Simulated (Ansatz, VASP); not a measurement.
WSe2: VASP beside Ansatz

```
W Se
1.0
     3.76353    0.00000    0.00000
    -1.88176    3.25931    0.00000
     0.00000    0.00000   12.14270
W Se
2 4
Direct
  0.00000 0.00000 0.00000
  0.00000 0.00000 0.50000
  0.33333 0.66667 0.12600
  0.66667 0.33333 0.37400
  0.33333 0.66667 0.62600
  0.66667 0.33333 0.87400
```

Alike in both runs: task single point; functional LDA; k mesh 6 × 6 × 2; occupations gaussian, width 0.05 eV; collinear spin; Hubbard terms W d U = 2.0 eV.

|  | VASP | Ansatz |
| --- | --- | --- |
| version | VASP 6.6.1 | Ansatz 0.2.0 |
| potentials or method | VASP PAW LDA potentials, release 64 (W_sv, Se), cutoff 500 eV | scalar-relativistic, plane waves, PAW |
| valence electrons in the cell | 52 | 92 |

Ansatz gave:

- gap on the k mesh at the Fermi level (eV): none
- pressure (GPa): -10.1
- rms of the force components (eV/Å): 0.588
- net moment per atom (μB): 0.00
- size of the moment on the site where the two differ most (μB): 1.58

Task: Estimate VASP's values.

Result: gap on the k mesh at the Fermi level (eV): none; pressure (GPa): -14.7; rms of the force components (eV/Å): 0.422; net moment per atom (μB): 0.00; size of the moment on the site where the two differ most (μB): 0.07.

LDA's correlation is that of Perdew and Zunger in VASP and of Perdew and Wang (1992) in Ansatz. Site moments also hang on the region over which each program counts them. The programs project onto different local orbitals, so the same U acts differently, and such runs can settle in different states. A gap of «none» marks a metal or a gap that the smearing closes. VASP's potentials hold 52 valence electrons a cell and Ansatz's 92, so a difference there can come from the potentials and not from the codes. Ansatz's warnings: filled band counts differ across k points, specified occupation not kept, stress scf threshold loose.

Neither program's run includes spin-orbit coupling.
